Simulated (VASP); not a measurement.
The system is InTe3W.

```xyz
5
Lattice="3.6605 2.1134 3.2885 -3.6605 2.1134 3.2885 0.0000 -4.2268 3.2885" Properties=species:S:1:pos:R:3 pbc="T T T"
In    0.0000    0.0000    4.9328
Te   -1.5312   -2.6521    4.9328
Te    3.0624    0.0000    4.9328
Te   -1.5312    2.6521    4.9328
W     0.0000    0.0000    0.0000
```

| Property | Result |
| --- | --- |
| Program | VASP 6.6.1 |
| Task | relaxation of cell and atoms |
| Functional | PBE |
| Potentials or basis | VASP PAW PBE potentials, release 64 (In_d, Te, W_sv) |
| Cutoff | 500 eV |
| k mesh | 6 × 6 × 6 |
| Occupations | gaussian, width 0.1 eV |
| Spin | no spin polarisation |

At the start: pressure -0.4 GPa; volume 30.53 Å³/atom.

Task: How do energy, volume and symmetry change on relaxing?

Result: Over 9 steps the energy falls by 3.8 meV/atom and the volume is 30.24 Å³/atom (-0.9 %); space group R32 (No. 155, to 0.05 Å).

The path:
| step | energy change (eV) | largest force (eV/Å) | pressure (GPa) | volume (Å³) |
| --- | --- | --- | --- | --- |
| 1 | 0.0000 | 0.1371 | -0.43 | 152.64 |
| 2 | -0.0110 | 0.0824 | 0.20 | 150.84 |
| 3 | -0.0125 | 0.0524 | 0.55 | 149.89 |
| 4 | -0.0189 | 0.0202 | 0.12 | 150.84 |
| 5 | -0.0192 | 0.0112 | 0.00 | 151.10 |
| 6 | -0.0192 | 0.0120 | 0.02 | 151.08 |
| 7 | -0.0192 | 0.0116 | 0.00 | 151.13 |
| 8 | -0.0192 | 0.0109 | -0.03 | 151.25 |
| 9 | -0.0192 | 0.0092 | -0.02 | 151.22 |

Final structure:
```
CELL_PARAMETERS angstrom
3.61033 2.08443 3.34915
-3.61033 2.08443 3.34915
0.00000 -4.16885 3.34915
ATOMIC_POSITIONS crystal
In 0.50000 0.50000 0.50000
Te 0.07887 0.50000 0.92113
Te 0.92113 0.07887 0.50000
Te 0.50000 0.92113 0.07887
W 0.00000 0.00000 0.00000
```
